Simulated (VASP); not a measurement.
Set up this calculation in VASP 6.6.1, as the native input.

| Quantity | Value |
| --- | --- |
| Task | relaxation of cell and atoms |
| Functional | HSE06 |
| Potentials or basis | VASP PAW PBE potentials, release 64 (Be, Se) |
| Cutoff | 600 eV |
| k mesh | 6 × 6 × 6 |
| Occupations | fermi-dirac, width 0.02 eV |
| Spin | no spin polarisation |
| Dipole correction | no |
| Grid for exact exchange (PRECFOCK) | Normal |
| Further INCAR settings | ALGO = Normal; EDIFF = 1e-07; IBRION = 2; EDIFFG = -0.005; NSW = 80; ISIF = 3 |
| Share of exact exchange | 0.25 |
| Screening parameter | 0.2079 1/Å |

Crystal: BeSe.

```
Be Se
1.0
     0.00000    2.58104    2.58104
     2.58104    0.00000    2.58104
     2.58104    2.58104    0.00000
Be Se
1 1
Direct
  0.00000 0.00000 0.00000
  0.25000 0.25000 0.25000
```

These files were run (other wordings do the same):

POSCAR

```
BeSe
1.0
    0.0000000000      2.5810355896      2.5810355896
    2.5810355896      0.0000000000      2.5810355896
    2.5810355896      2.5810355896      0.0000000000
Be Se
1 1
Direct
    0.0000000000      0.0000000000      0.0000000000
    0.2500000000      0.2500000000      0.2500000000
```

INCAR.step1

```
ALGO = Normal
EDIFF = 1E-5
EDIFFG = -0.005
ENCUT = 600
GGA = PE
GGA_COMPAT = False
IBRION = 2
ISIF = 3
ISMEAR = -1
LASPH = True
LCHARG = False
LREAL = False
LWAVE = True
NBANDS = 11
NELM = 120
NELMIN = 4
NSW = 100
PREC = Accurate
SIGMA = 0.02
```

INCAR.step2

```
ALGO = Normal
EDIFF = 1E-7
EDIFFG = -0.005
ENCUT = 600
GGA = PE
GGA_COMPAT = False
HFSCREEN = 0.2079
IBRION = 2
ISIF = 3
ISMEAR = -1
ISTART = 1
LASPH = True
LCHARG = False
LHFCALC = True
LREAL = False
LWAVE = False
NELM = 120
NELMIN = 4
NSW = 80
PREC = Accurate
PRECFOCK = Normal
SIGMA = 0.02
```

KPOINTS

```
k-points
0
Gamma
  6 6 6
```

Potentials or basis: VASP PAW PBE potentials, release 64 (Be, Se).

Run with:

```console
$ cat potpaw_PBE.64/Be/POTCAR potpaw_PBE.64/Se/POTCAR > POTCAR
$ cp INCAR.step1 INCAR
$ mpirun -np 1 vasp_std > vasp.out
$ cp INCAR.step2 INCAR
$ mpirun -np 1 vasp_std > vasp.out
```

Results of the run:

The relaxed volume is 17.02 Å³/atom and the relaxed cell is a = 3.638 Å, b = 3.638 Å, c = 3.638 Å, α = 60.00°, β = 60.00°, γ = 60.00°. The space group after relaxing (to 0.1 Å) is F-43m (No. 216). The energy gained by relaxing is 0.4 meV/atom and the ionic steps are 3. The pressure after relaxing is 0.0 GPa. The band gap on the k mesh is 3.48 eV (least direct gap 5.45 eV).

Caveat: the PAW data sets were made with another functional, which shifts forces and pressure a little.

Wall time 34 min on 1 thread of Intel(R) Xeon(R) Platinum 8259CL CPU @ 2.50GHz (Skylake/Cascade Lake), with other jobs on the host, peak memory 0.29 GiB.
